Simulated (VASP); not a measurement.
Here is a VASP 6.6.1 calculation.

Contents of INCAR:

```
SYSTEM = BiTe
PREC = Accurate ; ENCUT = 520
EDIFF = 1E-6 ; ISMEAR = -1
SIGMA = 0.1 ; LREAL = .False.
LASPH = .True. ; NELM = 100
ALGO = Normal ; ISIF = 2
LWAVE = .False. ; LCHARG = .False.
GGA = PS ; IVDW = 12
NBANDS = 18
```

The input KPOINTS:

```
Automatic mesh
0
Gamma
  9 9 9
  0 0 0
```

File POSCAR:

```
BiTe
1.0
    0.0000000000      3.2350000000      3.2350000000
    3.2350000000      0.0000000000      3.2350000000
    3.2350000000      3.2350000000      0.0000000000
Bi Te
1 1
Direct
    0.0000000000      0.0000000000      0.0000000000
    0.5154559505      0.5154559505      0.4845440495
```

Potentials or basis: VASP PAW PBE potentials, release 64 (Bi_d, Te).

The run is started by

```bash
$ cat potpaw_PBE.64/Bi_d/POTCAR potpaw_PBE.64/Te/POTCAR > POTCAR
$ mpirun -np 1 vasp_std > vasp.out
```

(1) What does it give for the dispersion energy per atom?

(2) Estimate the pressure.

Results:

(1) -0.445 eV.

(2) -3.6 GPa.

Caveat: three body term missing; the PAW data sets were made with another functional, which shifts forces and pressure a little; pairwise dispersion overbinds metals, which lowers pressure and volume.
